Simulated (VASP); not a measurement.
# Se (P4/nmm) in VASP: notebook

The runs below take Se through single point, relaxation of cell and atoms, with PBE.

Everything below comes from runs of VASP 6.6.1. Logs are shortened: lines on timing, memory, paths and dates and some standing lists are left out, and cuts for length are marked.

## 1. The cell of the first run

The structure is tetragonal, space group P4/nmm (No. 129). The conventional cell has a = 3.595 Å, b = 3.595 Å, c = 4.764 Å, α = 90.00°, β = 90.00°, γ = 90.00°. Within 3.6 Å of Se (site symmetry 4mm) lie 8 Se at 2.65 to 3.59 Å.

## 2. Single point, PBE

Input file INCAR:

```
PREC = Accurate
ENCUT = 520
EDIFF = 1E-7
ISMEAR = 0
SIGMA = 0.1
LREAL = False
LASPH = True
NELM = 80
ALGO = Normal
ISIF = 2
LWAVE = False
LCHARG = True
GGA = PE
LELF = True
LVHAR = True
NBANDS = 13
```

Input file KPOINTS:

```
Automatic mesh
0
Gamma
  16 16 12
```

Input file POSCAR:

```
Se
1.0
    3.5946802189      0.0000000000      0.0000000000
    0.0000000000      3.5946802189      0.0000000000
    0.0000000000      0.0000000000      4.7640538620
Se
2
Direct
    0.0000000000      0.5000000000      0.9200664852
    0.5000000000      0.0000000000      0.0799335148
```

Potentials or basis: VASP PAW PBE potentials, release 64 (Se).

On the command line:

```
$ cat potpaw_PBE.64/Se/POTCAR > POTCAR
$ mpirun -np 1 vasp_std > vasp.out
```

OUTCAR:

```text
PREC = Accurate
   ENCUT = 520
   EDIFF = 1E-7
   ISMEAR = 0
   LREAL = False
   LASPH = True
   NELM = 80
   ISIF = 2
   GGA = PE

 ion  position               nearest neighbor table
   1  0.000  0.500  0.920-   2 2.65   2 2.65   2 2.65   2 2.65
   2  0.500  0.000  0.080-   1 2.65   1 2.65   1 2.65   1 2.65

  LATTYP: Found a simple tetragonal cell.
 ALAT       =     3.5946802189
 C/A-ratio  =     1.3253067232

  Lattice vectors:

 A1 = (   3.5946802189,   0.0000000000,   0.0000000000)
 A2 = (   0.0000000000,   3.5946802189,   0.0000000000)
 A3 = (   0.0000000000,   0.0000000000,   4.7640538620)

Analysis of symmetry for initial positions (statically):
=====================================================================
 Subroutine PRICEL returns:
 Original cell was already a primitive cell.

 Routine SETGRP: Setting up the symmetry group for a
 simple tetragonal supercell.

 Subroutine GETGRP returns: Found 16 space group operations
 (whereof  8 operations were pure point group operations)
 out of a pool of 16 trial point group operations.

The static configuration has the point symmetry D_2d.
 The point group associated with its full space group is D_4h.

Analysis of symmetry for dynamics (positions and initial velocities):
=====================================================================
 Subroutine PRICEL returns:
 Original cell was already a primitive cell.

 Routine SETGRP: Setting up the symmetry group for a
 simple tetragonal supercell.

 Subroutine GETGRP returns: Found 16 space group operations
 (whereof  8 operations were pure point group operations)
 out of a pool of 16 trial point group operations.

The dynamic configuration has the point symmetry D_2d.
 The point group associated with its full space group is D_4h.

 Subroutine INISYM returns: Found 16 space group operations
 (whereof  8 operations are pure point group operations),
 and found     1 'primitive' translations

----------------------------------------------------------------------------------------

                                     Primitive cell

  volume of cell :      61.5598

  direct lattice vectors                    reciprocal lattice vectors
     3.594680219  0.000000000  0.000000000     0.278188862  0.000000000  0.000000000
     0.000000000  3.594680219  0.000000000     0.000000000  0.278188862  0.000000000
     0.000000000  0.000000000  4.764053862     0.000000000  0.000000000  0.209905267

  length of vectors
     3.594680219  3.594680219  4.764053862     0.278188862  0.278188862  0.209905267

  position of ions in fractional coordinates (direct lattice)
     0.000000000  0.500000000  0.920066485
     0.500000000  0.000000000  0.079933515

  ion indices of the primitive-cell ions
   primitive index   ion index
                 1           1
                 2           2

----------------------------------------------------------------------------------------

 KPOINTS: Automatic mesh

Automatic generation of k-mesh.
 Grid dimensions read from file:
 generate k-points for:   16   16   12

 Generating k-lattice:

  Cartesian coordinates                     Fractional coordinates (reciprocal lattice)
     0.017386804  0.000000000  0.000000000     0.062500000  0.000000000  0.000000000
     0.000000000  0.017386804  0.000000000     0.000000000  0.062500000  0.000000000
     0.000000000  0.000000000  0.017492106     0.000000000  0.000000000  0.083333333

  Length of vectors
     0.017386804  0.017386804  0.017492106

  Shift w.r.t. Gamma in fractional coordinates (k-lattice)
     0.000000000  0.000000000  0.000000000

 Subroutine IBZKPT returns following result:
 ===========================================

 Found    315 irreducible k-points:

 Following reciprocal coordinates:
            Coordinates               Weight
  0.000000  0.000000  0.000000      1.000000
  0.062500  0.000000  0.000000      4.000000
  0.125000  0.000000  0.000000      4.000000
  0.187500  0.000000  0.000000      4.000000
  0.250000  0.000000  0.000000      4.000000
  0.312500  0.000000  0.000000      4.000000
[... 16 lines left out ...]
  0.437500  0.125000  0.000000      8.000000
  0.500000  0.125000  0.000000      4.000000
 [... further k-points ...]
   k-points           NKPTS =    315   k-points in BZ     NKDIM =    315   number of bands    NBANDS=     13
   number of dos      NEDOS =    301   number of ions     NIONS =      2
   total plane-waves  NPLWV =  28224
   dimension x,y,z NGX =    28 NGY =   28 NGZ =   36
   dimension x,y,z NGXF=    56 NGYF=   56 NGZF=   72
   ions per type =               2
   NGX,Y,Z   is equivalent  to a cutoff of  12.95, 12.95, 12.56 a.u.
   NGXF,Y,Z  is equivalent  to a cutoff of  25.90, 25.90, 25.13 a.u.
 SYSTEM =  unknown system
   PREC   = accura    normal or accurate (medium, high low for compatibility)
   ISTART =      0    job   : 0-new  1-cont  2-samecut
   ICHARG =      2    charge: 1-file 2-atom 10-const
   ISPIN  =      1    spin polarized calculation?
   LNONCOLLINEAR =      F non collinear calculations
   LSORBIT =      F    spin-orbit coupling
   LASPH  =      T    aspherical Exc in radial PAW
   ENCUT  =  520.0 eV  38.22 Ry    6.18 a.u.   6.68  6.68  8.86*2*pi/ulx,y,z
   NELM   =     80;   NELMIN=  2; NELMDL= -5     # of ELM steps
   EDIFF  = 0.1E-06   stopping-criterion for ELM
   LREAL  =      F    real-space projection
   EDIFFG = 0.1E-05   stopping-criterion for IOM
   NSW    =      0    number of steps for IOM
   IBRION =     -1    ionic relax: 0-MD 1-quasi-New 2-CG
   NFREE  =      0    steps in history (QN), initial steepest desc. (CG)
   ISIF   =      2    stress and relaxation
   ISYM   =      2    0-nonsym 1-usesym 2-fastsym
   POTIM  = 0.5000    time-step for ionic-motion
   TEBEG  =    0.0;   TEEND  =   0.0 temperature during run
   PSTRESS=    0.0 pullay stress
   NELECT =      12.0000    total number of electrons
   NUPDOWN=      -1.0000    fix difference up-down
   EMIN   =  10.00;   EMAX   =-10.00  energy-range for DOS
   EFERMI =   0.00;   METHOD = LEGACY
   ISMEAR =     0;   SIGMA  =   0.10  broadening in eV -4-tet -1-fermi 0-gaus
   EFERMI_NEDOS =   21; number of points for ismear=-14 and -15
   IALGO  =     38    algorithm
   IMIX   =      4    mixing-type and parameters
     AMIX     =   0.40;   BMIX     =  1.00
     AMIX_MAG =   1.60;   BMIX_MAG =  1.00
  volume/ion in A,a.u.               =      30.78       207.71
  Fermi-wavevector in a.u.,A,eV,Ry     =   0.949226  1.793777 12.259251  0.901030
  Thomas-Fermi vector in A             =   2.077489
   LORBIT       =      0    0 simple, 1 ext, 2 COOP (PROOUT), +10 PAW based schemes
   GGA     = PE    functional components
   LHFCALC =     F    Hartree Fock is set to
   AEXX    =    0.0000 exact exchange contribution
   IVDW    =     0    specifies the selected vdW correction
   LEPSILON=     F    determine dielectric tensor
   LRPA    =     F    only Hartree local field effects (RPA)
 non-spin polarized calculation
 Gauss-broadening in eV      SIGMA  =   0.10
  energy-cutoff  :      520.00
  volume of cell :       61.56
 maximum number of plane-waves:      1712
 NGX is ok and might be reduce to    28
   NGX = 13   NGY = 13   NGZ = 17

 number of electron      12.0000002 magnetization

 Free energy of the ion-electron system (eV)
  ---------------------------------------------------
  ext. energy  EPLUGINS =         0.00000000
  ---------------------------------------------------
  free energy    TOTEN  =        -6.66156806 eV

  energy without entropy =       -6.65732757  energy(sigma->0) =       -6.65944781

 E-fermi :   1.7874     XC(G=0):  -8.1111

 val. band max:        1.7833481645   @ k =   0.3750   0.0625   0.2500
 cond. band min:       1.8018136850   @ k =   0.2500   0.1875   0.2500
 fundamental gap:      0.0184655205
 Fermi energy:         1.7874033410

 k-point     1 :       0.0000    0.0000    0.0000
  band No.  band energies     occupation
      1     -13.9588      2.00000
      2      -8.0814      2.00000
      3      -2.0985      2.00000
      4      -2.0985      2.00000
      5      -1.0232      2.00000
      6       1.1096      2.00000
      7       5.0044      0.00000
      8       5.0044      0.00000
      9       6.0794      0.00000
     10       6.8522      0.00000
     11      12.5485      0.00000
     12      12.7780      0.00000
     13      13.5737      0.00000

 k-point     2 :       0.0625    0.0000    0.0000
  band No.  band energies     occupation
      1     -13.9203      2.00000
      2      -8.1653      2.00000
      3      -2.2420      2.00000
      4      -2.0563      2.00000
      5      -0.8139      2.00000
      6       1.0913      2.00000
      7       4.8099      0.00000
      8       4.8697      0.00000
      9       6.2500      0.00000
     10       6.9578      0.00000
     11      12.2950      0.00000
     12      12.4683      0.00000
     13      13.0343      0.00000

 k-point     3 :       0.1250    0.0000    0.0000
  band No.  band energies     occupation
      1     -13.8049      2.00000
      2      -8.4116      2.00000
      3      -2.4667      2.00000
      4      -1.9299      2.00000
      5      -0.3883      2.00000
      6       1.0231      2.00000
      7       4.3772      0.00000
      8       4.4913      0.00000
      9       6.7500      0.00000
     10       7.1362      0.00000
     11      11.7329      0.00000
     12      12.0211      0.00000
     13      12.2923      0.00000
[... 305 lines left out ...]
 k-point    23 :       0.4375    0.1250    0.0000
  band No.  band energies     occupation
      1     -12.0197      2.00000
      2     -10.9753      2.00000
      3      -2.3766      2.00000
      4      -1.3849      2.00000
      5      -0.4759      2.00000
      6       0.5599      2.00000
      7       3.0528      0.00000
      8       3.7185      0.00000
      9       7.2924      0.00000
     10       7.9764      0.00000
     11      10.9026      0.00000
     12      11.3727      0.00000
     13      13.8472      0.00000

 k-point    24 :       0.5000    0.1250    0.0000
  band No.  band energies     occupation
      1     -11.5152      2.00000
      2     -11.5152      2.00000
      3      -1.9214      2.00000
      4      -1.9214      2.00000
      5       0.0304      2.00000
      6       0.0304      2.00000
      7       3.4239      0.00000
      8       3.4239      0.00000
      9       7.5561      0.00000
     10       7.5561      0.00000
     11      11.1500      0.00000
     12      11.1500      0.00000
     13      14.5899      0.00000

 [... further k-points ...]
[... 5 lines left out ...]
  --------------------------------------------------------------------------------------
  -------------------------------------------------------------------------------------
  Total        0.0181322      0.0181322     -0.0057703      0.0000000      0.0000000     -0.0000000
  in kB        0.4719163      0.4719163     -0.1501792      0.0000000      0.0000000     -0.0000000
  external PRESSURE =       0.2645511 kB  Pullay stress =       0.0000000 kB

 VOLUME and BASIS-vectors are now :
 -----------------------------------------------------------------------------
  energy-cutoff  :      520.00
  volume of cell :       61.56
      direct lattice vectors                 reciprocal lattice vectors
     3.594680219  0.000000000  0.000000000     0.278188862  0.000000000  0.000000000
     0.000000000  3.594680219  0.000000000     0.000000000  0.278188862  0.000000000
     0.000000000  0.000000000  4.764053862     0.000000000  0.000000000  0.209905267

 POSITION                                       TOTAL-FORCE (eV/Angst)
 -----------------------------------------------------------------------------------
      0.00000      1.79734      4.38325         0.000000     -0.000000      0.000984
      1.79734      0.00000      0.38081         0.000000      0.000000     -0.000984
 -----------------------------------------------------------------------------------
    total drift:                                0.000000      0.000000     -0.000000

  FREE ENERGIE OF THE ION-ELECTRON SYSTEM (eV)
  ---------------------------------------------------
  free  energy   TOTEN  =        -6.6615680583 eV

  energy  without entropy=       -6.6573275708  energy(sigma->0) =       -6.65944781
```

Run time: 82 s. Hardware: 1 thread of Intel Xeon 6975P-C (Granite Rapids), shared host; peak memory 0.33 GiB.

Results:

- Free energy: -6.6616 eV
- Pressure: 0.0 GPa
- Band gap on the k mesh: zero (bands 6 and 7 overlap by 0.15 eV)

Levels at points of the mesh, in eV from the Fermi level:
| k point | band 3 | band 4 | band 5 | band 6 | band 7 | band 8 | band 9 | band 10 |
| --- | --- | --- | --- | --- | --- | --- | --- | --- |
| (0.00, 0.00, 0.00) | -3.89 | -3.89 | -2.81 | -0.68 | 3.22 | 3.22 | 4.29 | 5.06 |
| (0.50, 0.00, 0.00) | -3.13 | -3.13 | -1.29 | -1.29 | 0.56 | 0.56 | 5.51 | 5.51 |
| (0.50, 0.50, 0.00) | -6.66 | -6.66 | -1.23 | -1.23 | 2.69 | 2.69 | 7.89 | 7.89 |
| (0.00, 0.00, 0.50) | -3.85 | -3.85 | -3.54 | 0.02 | 3.08 | 3.08 | 4.45 | 7.60 |
| (0.50, 0.00, 0.50) | -3.57 | -3.57 | -1.26 | -1.26 | 0.62 | 0.62 | 7.39 | 7.39 |
| (0.50, 0.50, 0.50) | -6.60 | -6.60 | -1.66 | -1.66 | 2.01 | 2.01 | 9.25 | 9.25 |

Caveat: this functional lacks dispersion, which binds layers or chains, so the pressure and a relaxed spacing across them are unreliable.

## 3. Relaxation of cell and atoms, PBE

Input file INCAR:

```
SYSTEM = Se
PREC = Accurate
ENCUT = 600
EDIFF = 1E-6
ISMEAR = 0
SIGMA = 0.02
LREAL = .False.
LASPH = .True.
NELM = 80
ALGO = Normal
ISIF = 3
LWAVE = .False.
LCHARG = .False.
GGA = PE
IBRION = 2
NSW = 100
EDIFFG = -0.01
```

Input file KPOINTS:

```
Automatic mesh
0
Gamma
  10 10 8
  0 0 0
```

Input file POSCAR:

```
Se
1.0
    3.5903870982      0.0000000000      0.0000000000
    0.0000000000      3.5903870982      0.0000000000
    0.0000000000      0.0000000000      4.7672022967
Se
2
Direct
    0.0000000000      0.5000000000      0.9206413621
    0.5000000000      0.0000000000      0.0793586379
```

Potentials or basis: VASP PAW PBE potentials, release 64 (Se).

On the command line:

```
$ cat potpaw_PBE.64/Se/POTCAR > POTCAR
$ mpirun -np 1 vasp_std > vasp.out
```

OUTCAR:

```text
SYSTEM = Se
   PREC = Accurate
   ENCUT = 600
   EDIFF = 1E-6
   ISMEAR = 0
   LREAL = .False.
   LASPH = .True.
   NELM = 80
   ISIF = 3
   GGA = PE
   IBRION = 2
   NSW = 100
   EDIFFG = -0.01

 ion  position               nearest neighbor table
   1  0.000  0.500  0.921-   2 2.65   2 2.65   2 2.65   2 2.65
   2  0.500  0.000  0.079-   1 2.65   1 2.65   1 2.65   1 2.65

  LATTYP: Found a simple tetragonal cell.
 ALAT       =     3.5903870982
 C/A-ratio  =     1.3277683343

  Lattice vectors:

 A1 = (   3.5903870982,   0.0000000000,   0.0000000000)
 A2 = (   0.0000000000,   3.5903870982,   0.0000000000)
 A3 = (   0.0000000000,   0.0000000000,   4.7672022967)

Analysis of symmetry for initial positions (statically):
=====================================================================
[... 329 lines left out ...]

 E-fermi :   1.7638     XC(G=0):  -8.0919

 val. band max:        1.6089703817   @ k =   0.3000   0.1000   0.0000
 cond. band min:       1.7677468878   @ k =   0.0000   0.0000   0.3750
 fundamental gap:      0.1587765061
 Fermi energy:         1.7638398728

 k-point     1 :       0.0000    0.0000    0.0000
  band No.  band energies     occupation
      1     -13.9716      2.00000
      2      -8.0936      2.00000
      3      -2.1517      2.00000
      4      -2.1517      2.00000
      5      -1.0918      2.00000
      6       1.1591      2.00000
      7       4.9897      0.00000
      8       4.9897      0.00000
      9       6.0402      0.00000
     10       6.7718      0.00000
[... 287 lines left out ...]
 k-point    24 :       0.2000    0.0000    0.1250
  band No.  band energies     occupation
      1     -13.5750      2.00000
      2      -8.9216      2.00000
      3      -2.6709      2.00000
      4      -1.7165      2.00000
      5      -0.0024      2.00000
      6       0.9221      2.00000
      7       3.7618      0.00000
      8       3.9179      0.00000
      9       7.2739      0.00000
     10       7.7026      0.00000

 [... further k-points ...]
[... 5 lines left out ...]
  --------------------------------------------------------------------------------------
  -------------------------------------------------------------------------------------
  Total        0.0142674      0.0142674     -0.0012581      0.0000000      0.0000000     -0.0000000
  in kB        0.3699966      0.3699966     -0.0326250      0.0000000      0.0000000     -0.0000000
  external PRESSURE =       0.2357894 kB  Pullay stress =       0.0000000 kB
[... 17 lines left out ...]
  FREE ENERGIE OF THE ION-ELECTRON SYSTEM (eV)
  ---------------------------------------------------
  free  energy   TOTEN  =        -6.6575101623 eV

  energy  without entropy=       -6.6573475835  energy(sigma->0) =       -6.65742887

 reached required accuracy - stopping structural energy minimisation
```

OSZICAR:

```text
N       E                     dE             d eps       ncg     rms          rms(c)
DAV:   1     0.611345942476E+02    0.61135E+02   -0.53854E+03  2100   0.110E+03
DAV:   2    -0.343500295097E+01   -0.64570E+02   -0.62710E+02  3286   0.153E+02
[... 29 lines left out ...]
   4 F= -.66574208E+01 E0= -.66573733E+01  d E =-.274327E-03
       N       E                     dE             d eps       ncg     rms          rms(c)
DAV:   1    -0.665755742876E+01   -0.13701E-03   -0.10486E-02  2192   0.688E-01    0.377E-02
DAV:   2    -0.665752877638E+01    0.28652E-04   -0.42879E-04  2578   0.146E-01    0.164E-02
DAV:   3    -0.665751093614E+01    0.17840E-04   -0.36529E-05  2664   0.378E-02    0.575E-03
DAV:   4    -0.665750985965E+01    0.10765E-05   -0.49557E-06  2410   0.137E-02    0.294E-03
DAV:   5    -0.665751016234E+01   -0.30269E-06   -0.24324E-07  1310   0.456E-03
   5 F= -.66575102E+01 E0= -.66574289E+01  d E =-.363717E-03
```

CONTCAR:

```text
Se
   1.00000000000000
     3.6039563589936292    0.0000000000000000    0.0000000000000000
     0.0000000000000000    3.6039563589936292    0.0000000000000000
     0.0000000000000000    0.0000000000000000    4.7566365287841981
  Se
     2
Direct
     1.0000000000000000    0.5000000000000000    0.9221072293756607
     0.5000000000000000    0.0000000000000000    0.0778927706243394

  0.00000000E+00  0.00000000E+00  0.00000000E+00
  0.00000000E+00  0.00000000E+00  0.00000000E+00
```

Run time: 87 s. Hardware: 1 thread of Intel Xeon 6975P-C (Granite Rapids), shared host; peak memory 0.23 GiB.

What came out:

* Free energy: -6.6575 eV
* Relaxed volume: 30.89 Å³/atom
* Relaxed cell: a = 3.604 Å, b = 3.604 Å, c = 4.757 Å, α = 90.00°, β = 90.00°, γ = 90.00°
* Space group after relaxing (to 0.1 Å): P4/nmm (No. 129)
* Energy gained by relaxing: 0.6 meV/atom
* Ionic steps: 5
* Pressure after relaxing: 0.0 GPa
* Largest force after relaxing: 0.007 eV/Å
* Band gap on the k mesh: zero (bands 6 and 7 overlap by 0.34 eV)

Forces on the atoms (eV/Å):
```
Se   0.000  0.000  0.007
Se   0.000  0.000 -0.007
```

Step by step:
| step | energy change (eV) | largest force (eV/Å) | pressure (GPa) | volume (Å³) |
| --- | --- | --- | --- | --- |
| 1 | 0.0000 | 0.0442 | 0.34 | 61.45 |
| 2 | -0.0006 | 0.0661 | -0.27 | 62.03 |
| 3 | -0.0008 | 0.0589 | -0.07 | 61.84 |
| 4 | -0.0011 | 0.0270 | -0.03 | 61.81 |
| 5 | -0.0011 | 0.0072 | 0.02 | 61.78 |

Final structure:
```xyz
2
Lattice="3.6040 0.0000 0.0000 0.0000 3.6040 0.0000 0.0000 0.0000 4.7566" Properties=species:S:1:pos:R:3 pbc="T T T"
Se    3.6040    1.8020    4.3861
Se    1.8020    0.0000    0.3705
```

Levels at points of the mesh, in eV from the Fermi level:
| k point | band 3 | band 4 | band 5 | band 6 | band 7 | band 8 | band 9 | band 10 |
| --- | --- | --- | --- | --- | --- | --- | --- | --- |
| (0.00, 0.00, 0.00) | -3.92 | -3.92 | -2.86 | -0.60 | 3.23 | 3.23 | 4.28 | 5.01 |
| (0.50, 0.00, 0.00) | -3.09 | -3.09 | -1.32 | -1.32 | 0.51 | 0.51 | 5.53 | 5.53 |
| (0.50, 0.50, 0.00) | -6.66 | -6.66 | -1.23 | -1.23 | 2.77 | 2.77 | 7.90 | 7.90 |
| (0.00, 0.00, 0.50) | -3.88 | -3.88 | -3.58 | 0.06 | 3.10 | 3.10 | 4.44 | 7.61 |
| (0.50, 0.00, 0.50) | -3.53 | -3.53 | -1.29 | -1.29 | 0.55 | 0.55 | 7.43 | 7.43 |
| (0.50, 0.50, 0.50) | -6.60 | -6.60 | -1.66 | -1.66 | 2.08 | 2.08 | 9.13 | 9.13 |

Caveat: this functional lacks dispersion, which binds layers or chains, so the pressure and a relaxed spacing across them are unreliable.

[end of part 1 of 2]

The gap in the log of VASP goes by the Fermi energy; the results here count the filled bands.